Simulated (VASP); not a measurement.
# InAs2 (P6/mmm) in VASP: further runs, part 2 of 2

VASP 6.6.1.

**5. Single point, PBE**

Input file INCAR:

```
PREC     = Accurate       # precision mode
ENCUT    = 520            # plane-wave cutoff, eV
EDIFF    = 1E-6           # SCF threshold, eV
ISMEAR   = 0              # smearing method
SIGMA    = 0.1            # smearing width, eV
LREAL    = F              # projectors in reciprocal space
LASPH    = T              # aspherical terms in the spheres
NELM     = 100            # most SCF steps
ALGO     = Normal         # electronic algorithm
ISIF     = 2              # what is computed and relaxed
LWAVE    = F              # write WAVECAR
LCHARG   = F              # write CHGCAR
GGA      = PE             # functional
NBANDS   = 18             # bands
```

Input file KPOINTS:

```
regular mesh
0
Gamma
  12 12 16
```

Input file POSCAR:

```
InAs2
1.0
    5.2628256271      0.0000000000      0.0000000000
   -2.6314128136      4.5577406888      0.0000000000
    0.0000000000      0.0000000000      2.8001587816
In As
1 2
Direct
    0.0000000000      0.0000000000      0.5000000000
    0.3333333333      0.6666666667      0.5000000000
    0.6666666667      0.3333333333      0.5000000000
```

Potentials or basis: VASP PAW PBE potentials, release 64 (In_d, As).

Command:

```sh
cat potpaw_PBE.64/In_d/POTCAR potpaw_PBE.64/As/POTCAR > POTCAR
mpirun -np 1 vasp_std > vasp.out
```

OUTCAR:

```text
PREC = Accurate
   ENCUT = 520
   EDIFF = 1E-6
   ISMEAR = 0
   LREAL = F
   LASPH = T
   NELM = 100
   ISIF = 2
   GGA = PE

 ion  position               nearest neighbor table
   1  0.000  0.000  0.500-   2 3.04   3 3.04   3 3.04   2 3.04   3 3.04   2 3.04
   2  0.333  0.667  0.500-   1 3.04   1 3.04   1 3.04
   3  0.667  0.333  0.500-   1 3.04   1 3.04   1 3.04

  LATTYP: Found a hexagonal cell.
 ALAT       =     5.2628256271
 C/A-ratio  =     0.5320637581

  Lattice vectors:

 A1 = (   5.2628256271,   0.0000000000,   0.0000000000)
 A2 = (  -2.6314128136,   4.5577406888,   0.0000000000)
 A3 = (   0.0000000000,   0.0000000000,   2.8001587816)

Analysis of symmetry for initial positions (statically):
=====================================================================
 Subroutine PRICEL returns:
 Original cell was already a primitive cell.

 Routine SETGRP: Setting up the symmetry group for a
 hexagonal supercell.

 Subroutine GETGRP returns: Found 24 space group operations
 (whereof 24 operations were pure point group operations)
 out of a pool of 24 trial point group operations.

The static configuration has the point symmetry D_6h.

Analysis of symmetry for dynamics (positions and initial velocities):
=====================================================================
 Subroutine PRICEL returns:
 Original cell was already a primitive cell.

 Routine SETGRP: Setting up the symmetry group for a
 hexagonal supercell.

 Subroutine GETGRP returns: Found 24 space group operations
 (whereof 24 operations were pure point group operations)
 out of a pool of 24 trial point group operations.

The dynamic configuration has the point symmetry D_6h.

 Subroutine INISYM returns: Found 24 space group operations
[... 108 lines left out ...]
   TEBEG  =    0.0;   TEEND  =   0.0 temperature during run
   PSTRESS=    0.0 pullay stress
   NELECT =      23.0000    total number of electrons
   NUPDOWN=      -1.0000    fix difference up-down
   EMIN   =  10.00;   EMAX   =-10.00  energy-range for DOS
   EFERMI =   0.00;   METHOD = LEGACY
   ISMEAR =     0;   SIGMA  =   0.10  broadening in eV -4-tet -1-fermi 0-gaus
   EFERMI_NEDOS =   21; number of points for ismear=-14 and -15
   IALGO  =     38    algorithm
   IMIX   =      4    mixing-type and parameters
     AMIX     =   0.40;   BMIX     =  1.00
     AMIX_MAG =   1.60;   BMIX_MAG =  1.00
  volume/ion in A,a.u.               =      22.39       151.09
  Fermi-wavevector in a.u.,A,eV,Ry     =   1.145338  2.164375 17.848113  1.311799
  Thomas-Fermi vector in A             =   2.282027
   LORBIT       =      0    0 simple, 1 ext, 2 COOP (PROOUT), +10 PAW based schemes
   GGA     = PE    functional components
   LHFCALC =     F    Hartree Fock is set to
   AEXX    =    0.0000 exact exchange contribution
   IVDW    =     0    specifies the selected vdW correction
   LEPSILON=     F    determine dielectric tensor
   LRPA    =     F    only Hartree local field effects (RPA)
 non-spin polarized calculation
 Gauss-broadening in eV      SIGMA  =   0.10
  energy-cutoff  :      520.00
  volume of cell :       67.17
 maximum number of plane-waves:      1824
 NGX is ok and might be reduce to    40
   NGX = 19   NGY = 19   NGZ = 11

 number of electron      22.9999996 magnetization

 Free energy of the ion-electron system (eV)
  ---------------------------------------------------
  ext. energy  EPLUGINS =         0.00000000
  ---------------------------------------------------
  free energy    TOTEN  =       -11.24910525 eV

  energy without entropy =      -11.24047184  energy(sigma->0) =      -11.24478854

 E-fermi :   6.2504     XC(G=0): -10.3039

 val. band max:        6.2487594502   @ k =   0.0833  -0.0000   0.4375
 cond. band min:       6.2568163808   @ k =   0.0833  -0.0000   0.5000
 fundamental gap:      0.0080569306
 Fermi energy:         6.2503787005

 k-point     1 :       0.0000    0.0000    0.0000
  band No.  band energies     occupation
      1      -8.8967      2.00000
      2      -8.3029      2.00000
      3      -8.3029      2.00000
      4      -7.9766      2.00000
      5      -7.9766      2.00000
      6      -7.1923      2.00000
[... 481 lines left out ...]
      5      -7.9962      2.00000
      6      -6.5657      2.00000
[... 10 lines left out ...]
     17      15.8051      0.00000
     18      16.8366      0.00000

 [... further k-points ...]
[... 5 lines left out ...]
  --------------------------------------------------------------------------------------
  -------------------------------------------------------------------------------------
  Total        0.0064448      0.0064448      0.0077574     -0.0000000     -0.0000000     -0.0000000
  in kB        0.1537327      0.1537327      0.1850452     -0.0000000     -0.0000000     -0.0000000
  external PRESSURE =       0.1641702 kB  Pullay stress =       0.0000000 kB

 VOLUME and BASIS-vectors are now :
 -----------------------------------------------------------------------------
  energy-cutoff  :      520.00
  volume of cell :       67.17
      direct lattice vectors                 reciprocal lattice vectors
     5.262825627  0.000000000  0.000000000     0.190011996  0.109703477  0.000000000
    -2.631412814  4.557740689  0.000000000     0.000000000  0.219406954  0.000000000
     0.000000000  0.000000000  2.800158782     0.000000000  0.000000000  0.357122606

 POSITION                                       TOTAL-FORCE (eV/Angst)
 -----------------------------------------------------------------------------------
      0.00000      0.00000      1.40008         0.000000      0.000000      0.000000
     -0.00000      3.03849      1.40008         0.000000     -0.000000      0.000000
      2.63141      1.51925      1.40008        -0.000000     -0.000000      0.000000
 -----------------------------------------------------------------------------------
    total drift:                                0.000000     -0.000000      0.000000

  FREE ENERGIE OF THE ION-ELECTRON SYSTEM (eV)
  ---------------------------------------------------
  free  energy   TOTEN  =       -11.2491052479 eV

  energy  without entropy=      -11.2404718378  energy(sigma->0) =      -11.24478854
```

Run time: 2.4 min. Hardware: 1 thread of AMD EPYC 7R43 (Zen 3), shared host; peak memory 0.3 GiB.

Results:

| Property | Result |
| --- | --- |
| Free energy | -11.2491 eV |
| Pressure | 0.0 GPa |

Levels at points of the mesh, in eV from the Fermi level:
| k point | band 9 | band 10 | band 11 | band 12 | band 13 | band 14 | band 15 | band 16 |
| --- | --- | --- | --- | --- | --- | --- | --- | --- |
| (0.00, 0.00, 0.00) | -3.98 | -3.98 | -2.88 | -2.88 | 4.30 | 6.18 | 6.18 | 6.38 |
| (0.50, 0.00, 0.00) | -5.40 | -0.87 | -0.32 | 0.81 | 2.91 | 3.64 | 5.01 | 5.59 |
| (0.00, 0.00, 0.50) | -2.90 | -1.62 | -1.62 | -0.07 | -0.07 | 0.10 | 0.18 | 4.64 |
| (0.50, 0.00, 0.50) | -4.12 | -3.11 | -2.84 | -1.17 | 1.64 | 2.99 | 3.14 | 3.58 |

Caveat: spin-orbit coupling is left out, which moves the levels of the heavy elements.

**6. Overview**

| task | cell | k mesh | cutoff (eV) | gap on the mesh (eV) | pressure (GPa) | relaxed volume (Å³/atom) |
| --- | --- | --- | --- | --- | --- | --- |
| single point | a = 5.287, b = 5.287, c = 2.772 Å, angles 90.0, 90.0, 120.0°, 3 atoms | 6 × 6 × 6 | 520 | none | 0.1 | - |
| relaxation of cell and atoms | relaxed from a = 4.667, b = 4.667, c = 4.620 Å, angles 90.0, 90.0, 120.0°, 3 atoms | 6 × 6 × 4 | 600 | none | 0.1 | 22.52 |
| relaxation of cell and atoms | relaxed from a = 5.076, b = 5.076, c = 3.032 Å, angles 90.0, 90.0, 120.0°, 3 atoms | 6 × 6 × 6 | 600 | none | 0.0 | 22.42 |
| single point | a = 5.263, b = 5.263, c = 2.800 Å, angles 90.0, 90.0, 120.0°, 3 atoms | 12 × 12 × 16 | 520 | none | 0.0 | - |

Alike in all rows: level PBE; potentials or basis VASP PAW PBE potentials, release 64 (In_d, As); no spin polarisation; smearing gaussian 0.1 eV.

Caveats: some runs use coarse meshes; spin-orbit coupling is left out, which moves the levels of the heavy elements; the volume moved by over 15 % at a fixed basis, so the end points are rough (some runs).

Total energies depend on the potentials used, so only differences within one code and one set of settings carry meaning.
